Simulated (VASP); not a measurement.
# MgF (Fm-3m) in VASP: single point with PBE

Aim: the single point of MgF with PBE.

All numbers are computed with VASP 6.6.1; they aren't measurements. Logs are shortened: lines on timing, memory, paths and dates and some standing lists are left out, and cuts for length are marked.

## (1) The cell of the first run

Symmetry: Fm-3m, No. 225, cubic system. Conventional cell: a = 4.722 Å, b = 4.722 Å, c = 4.722 Å, α = 90.00°, β = 90.00°, γ = 90.00°. Mg (site symmetry m-3m) has 6 F at 2.36 Å within 3.1 Å. F (site symmetry m-3m) has 6 Mg at 2.36 Å within 3.1 Å.

## (2) Single point, PBE

Contents of INCAR:

```
  PREC = Accurate
  ENCUT = 600
  EDIFF = 1E-6
  ISMEAR = -1
  SIGMA = 0.1
  LREAL = F
  LASPH = T
  NELM = 120
  ALGO = Normal
  ISIF = 2
  LWAVE = F
  LCHARG = F
  GGA = PE
  NBANDS = 12
  GGA_COMPAT = F
```

Contents of KPOINTS:

```
Automatic mesh
0
Gamma
  12 12 12
```

Contents of POSCAR:

```
MgF
1.0
    0.0000000000      2.3611250000      2.3611250000
    2.3611250000      0.0000000000      2.3611250000
    2.3611250000      2.3611250000      0.0000000000
Mg F
1 1
Direct
    0.0000000000      0.0000000000      0.0000000000
    0.5000000000      0.5000000000      0.5000000000
```

Potentials or basis: VASP PAW PBE potentials, release 64 (Mg, F).

Run with:

```bash
cat potpaw_PBE.64/Mg/POTCAR potpaw_PBE.64/F/POTCAR > POTCAR
mpirun -np 1 vasp_std > vasp.out
```

OUTCAR:

```text
PREC = Accurate
   ENCUT = 600
   EDIFF = 1E-6
   ISMEAR = -1
   LREAL = F
   LASPH = T
   NELM = 120
   ISIF = 2
   GGA = PE

 ion  position               nearest neighbor table
   1  0.000  0.000  0.000-   2 2.36   2 2.36   2 2.36   2 2.36   2 2.36   2 2.36
   2  0.500  0.500  0.500-   1 2.36   1 2.36   1 2.36   1 2.36   1 2.36   1 2.36

  LATTYP: Found a face centered cubic cell.
 ALAT       =     4.7222500000

  Lattice vectors:

 A1 = (   0.0000000000,   2.3611250000,   2.3611250000)
 A2 = (   2.3611250000,   0.0000000000,   2.3611250000)
 A3 = (   2.3611250000,   2.3611250000,   0.0000000000)

Analysis of symmetry for initial positions (statically):
=====================================================================
 Subroutine PRICEL returns:
 Original cell was already a primitive cell.

 Routine SETGRP: Setting up the symmetry group for a
 face centered cubic supercell.

 Subroutine GETGRP returns: Found 48 space group operations
 (whereof 48 operations were pure point group operations)
 out of a pool of 48 trial point group operations.

The static configuration has the point symmetry O_h .

Analysis of symmetry for dynamics (positions and initial velocities):
=====================================================================
 Subroutine PRICEL returns:
 Original cell was already a primitive cell.

 Routine SETGRP: Setting up the symmetry group for a
 face centered cubic supercell.

 Subroutine GETGRP returns: Found 48 space group operations
 (whereof 48 operations were pure point group operations)
 out of a pool of 48 trial point group operations.

The dynamic configuration has the point symmetry O_h .

 Subroutine INISYM returns: Found 48 space group operations
 (whereof 48 operations are pure point group operations),
 and found     1 'primitive' translations

----------------------------------------------------------------------------------------

                                     Primitive cell

  volume of cell :      26.3261

  direct lattice vectors                    reciprocal lattice vectors
     0.000000000  2.361125000  2.361125000    -0.211763460  0.211763460  0.211763460
     2.361125000  0.000000000  2.361125000     0.211763460 -0.211763460  0.211763460
     2.361125000  2.361125000  0.000000000     0.211763460  0.211763460 -0.211763460

  length of vectors
     3.339134997  3.339134997  3.339134997     0.366785072  0.366785072  0.366785072

  position of ions in fractional coordinates (direct lattice)
     0.000000000  0.000000000  0.000000000
     0.500000000  0.500000000  0.500000000

  ion indices of the primitive-cell ions
   primitive index   ion index
                 1           1
                 2           2

----------------------------------------------------------------------------------------

 KPOINTS: Automatic mesh

Automatic generation of k-mesh.
 Grid dimensions read from file:
 generate k-points for:   12   12   12

 Generating k-lattice:

  Cartesian coordinates                     Fractional coordinates (reciprocal lattice)
    -0.017646955  0.017646955  0.017646955     0.083333333  0.000000000  0.000000000
     0.017646955 -0.017646955  0.017646955     0.000000000  0.083333333  0.000000000
     0.017646955  0.017646955 -0.017646955     0.000000000  0.000000000  0.083333333

  Length of vectors
     0.030565423  0.030565423  0.030565423

  Shift w.r.t. Gamma in fractional coordinates (k-lattice)
     0.000000000  0.000000000  0.000000000

 Subroutine IBZKPT returns following result:
 ===========================================

 Found     72 irreducible k-points:

 Following reciprocal coordinates:
            Coordinates               Weight
  0.000000  0.000000  0.000000      1.000000
  0.083333  0.000000  0.000000      8.000000
  0.166667  0.000000  0.000000      8.000000
  0.250000  0.000000  0.000000      8.000000
  0.333333  0.000000  0.000000      8.000000
  0.416667  0.000000  0.000000      8.000000
[... 16 lines left out ...]
  0.500000  0.166667  0.000000     24.000000
 -0.416667  0.166667  0.000000     24.000000
 [... further k-points ...]
   k-points           NKPTS =     72   k-points in BZ     NKDIM =     72   number of bands    NBANDS=     12
   number of dos      NEDOS =    301   number of ions     NIONS =      2
   total plane-waves  NPLWV =  21952
   dimension x,y,z NGX =    28 NGY =   28 NGZ =   28
   dimension x,y,z NGXF=    56 NGYF=   56 NGZF=   56
   ions per type =               1   1
   NGX,Y,Z   is equivalent  to a cutoff of  13.94, 13.94, 13.94 a.u.
   NGXF,Y,Z  is equivalent  to a cutoff of  27.88, 27.88, 27.88 a.u.
 SYSTEM =  unknown system
   PREC   = accura    normal or accurate (medium, high low for compatibility)
   ISTART =      0    job   : 0-new  1-cont  2-samecut
   ICHARG =      2    charge: 1-file 2-atom 10-const
   ISPIN  =      1    spin polarized calculation?
   LNONCOLLINEAR =      F non collinear calculations
   LSORBIT =      F    spin-orbit coupling
   LASPH  =      T    aspherical Exc in radial PAW
   ENCUT  =  600.0 eV  44.10 Ry    6.64 a.u.   6.67  6.67  6.67*2*pi/ulx,y,z
   NELM   =    120;   NELMIN=  2; NELMDL= -5     # of ELM steps
   EDIFF  = 0.1E-05   stopping-criterion for ELM
   LREAL  =      F    real-space projection
   EDIFFG = 0.1E-04   stopping-criterion for IOM
   NSW    =      0    number of steps for IOM
   IBRION =     -1    ionic relax: 0-MD 1-quasi-New 2-CG
   NFREE  =      0    steps in history (QN), initial steepest desc. (CG)
   ISIF   =      2    stress and relaxation
   ISYM   =      2    0-nonsym 1-usesym 2-fastsym
   POTIM  = 0.5000    time-step for ionic-motion
   TEBEG  =    0.0;   TEEND  =   0.0 temperature during run
   PSTRESS=    0.0 pullay stress
   NELECT =       9.0000    total number of electrons
   NUPDOWN=      -1.0000    fix difference up-down
   EMIN   =  10.00;   EMAX   =-10.00  energy-range for DOS
   EFERMI =   0.00;   METHOD = LEGACY
   ISMEAR =    -1;   SIGMA  =   0.10  broadening in eV -4-tet -1-fermi 0-gaus
   EFERMI_NEDOS =   21; number of points for ismear=-14 and -15
   IALGO  =     38    algorithm
   IMIX   =      4    mixing-type and parameters
     AMIX     =   0.40;   BMIX     =  1.00
     AMIX_MAG =   1.60;   BMIX_MAG =  1.00
  volume/ion in A,a.u.               =      13.16        88.83
  Fermi-wavevector in a.u.,A,eV,Ry     =   1.144704  2.163178 17.828369  1.310348
  Thomas-Fermi vector in A             =   2.281395
   LORBIT       =      0    0 simple, 1 ext, 2 COOP (PROOUT), +10 PAW based schemes
   GGA     = PE    functional components
   LHFCALC =     F    Hartree Fock is set to
   AEXX    =    0.0000 exact exchange contribution
   IVDW    =     0    specifies the selected vdW correction
   LEPSILON=     F    determine dielectric tensor
   LRPA    =     F    only Hartree local field effects (RPA)
 non-spin polarized calculation
  energy-cutoff  :      600.00
  volume of cell :       26.33
 maximum number of plane-waves:       899
   NGX = 13   NGY = 13   NGZ = 13

 number of electron       8.9999995 magnetization

 Free energy of the ion-electron system (eV)
  ---------------------------------------------------
  ext. energy  EPLUGINS =         0.00000000
  ---------------------------------------------------
  free energy    TOTEN  =        -6.93636416 eV

  energy without entropy =       -6.92002258  energy(sigma->0) =       -6.92819337

 E-fermi :   5.8317     XC(G=0):  -9.6687

 val. band max:        5.8304649132   @ k =   0.5000   0.2500   0.0833
 cond. band min:       6.0852482890   @ k =   0.5000   0.1667   0.0000
 fundamental gap:      0.2547833758
 Fermi energy:         5.8316811144

 k-point     1 :       0.0000    0.0000    0.0000
  band No.  band energies     occupation
      1     -21.2335      2.00000
      2      -2.1670      2.00000
      3      -2.1670      2.00000
      4      -2.1670      2.00000
      5       1.0678      2.00000
      6      14.7145      0.00000
      7      14.7145      0.00000
      8      14.7145      0.00000
      9      17.5097      0.00000
     10      18.7904      0.00000
     11      18.7904      0.00000
     12      18.7904      0.00000

 k-point     2 :       0.0833    0.0000    0.0000
  band No.  band energies     occupation
      1     -21.2188      2.00000
      2      -2.3933      2.00000
      3      -2.1819      2.00000
      4      -2.1819      2.00000
      5       1.3906      2.00000
      6      13.6342      0.00000
      7      14.7528      0.00000
      8      14.7528      0.00000
      9      18.0835      0.00000
     10      18.0835      0.00000
     11      18.1443      0.00000
     12      19.3510      0.00000

 k-point     3 :       0.1667    0.0000    0.0000
  band No.  band energies     occupation
      1     -21.1781      2.00000
      2      -2.8816      2.00000
      3      -2.2223      2.00000
      4      -2.2223      2.00000
      5       2.1644      2.00000
      6      11.9910      0.00000
      7      14.7749      0.00000
      8      14.7749      0.00000
      9      17.4983      0.00000
     10      17.4983      0.00000
     11      17.9790      0.00000
     12      21.4783      0.00000
[... 286 lines left out ...]
 k-point    23 :       0.5000    0.1667    0.0000
  band No.  band energies     occupation
      1     -20.9950      2.00000
      2      -3.9489      2.00000
      3      -2.6834      2.00000
      4      -2.4643      2.00000
      5       6.0852      0.14679
      6       7.9079      0.00000
      7      11.8124      0.00000
      8      13.8909      0.00000
      9      16.1239      0.00000
     10      19.4582      0.00000
     11      20.1919      0.00000
     12      23.3810      0.00000

 k-point    24 :      -0.4167    0.1667    0.0000
  band No.  band energies     occupation
      1     -20.9908      2.00000
      2      -3.9603      2.00000
      3      -2.7415      2.00000
      4      -2.4358      2.00000
      5       6.3361      0.01281
      6       7.6805      0.00000
      7      11.6486      0.00000
      8      13.9735      0.00000
      9      16.6513      0.00000
     10      18.9566      0.00000
     11      19.9410      0.00000
     12      24.2893      0.00000

 [... further k-points ...]

------------------------ aborting loop because EDIFF is reached ----------------------------------------

  FORCE on cell =-STRESS in cart. coord.  units (eV):
  Direction    XX          YY          ZZ          XY          YZ          ZX
  --------------------------------------------------------------------------------------
  -------------------------------------------------------------------------------------
  Total        1.3046133      1.3046133      1.3046133     -0.0000000     -0.0000000     -0.0000000
  in kB       79.3972469     79.3972469     79.3972469     -0.0000000     -0.0000000     -0.0000000
  external PRESSURE =      79.3972469 kB  Pullay stress =       0.0000000 kB

 VOLUME and BASIS-vectors are now :
 -----------------------------------------------------------------------------
  energy-cutoff  :      600.00
  volume of cell :       26.33
      direct lattice vectors                 reciprocal lattice vectors
     0.000000000  2.361125000  2.361125000    -0.211763460  0.211763460  0.211763460
     2.361125000  0.000000000  2.361125000     0.211763460 -0.211763460  0.211763460
     2.361125000  2.361125000  0.000000000     0.211763460  0.211763460 -0.211763460

 POSITION                                       TOTAL-FORCE (eV/Angst)
 -----------------------------------------------------------------------------------
      0.00000      0.00000      0.00000        -0.000000      0.000000     -0.000000
      2.36112      2.36112      2.36112         0.000000     -0.000000      0.000000
 -----------------------------------------------------------------------------------
    total drift:                                0.000000      0.000000      0.000000

  FREE ENERGIE OF THE ION-ELECTRON SYSTEM (eV)
  ---------------------------------------------------
  free  energy   TOTEN  =        -6.9363641571 eV

  energy  without entropy=       -6.9200225804  energy(sigma->0) =       -6.92819337
```

It took 18 s on 1 thread of Intel Xeon Platinum 8488C (Sapphire Rapids), shared host; peak memory 0.17 GiB.

Results:

```yaml
Free_energy: -6.9364 eV
Pressure: 7.9 GPa
Band_gap_on_the_k_mesh: zero (an odd number of electrons rules out a gap without spin polarisation)
```

Caveat: the cell stands under pressure; an odd number of electrons without spin polarisation forces a metal; a magnetic or distorted state may lie lower.
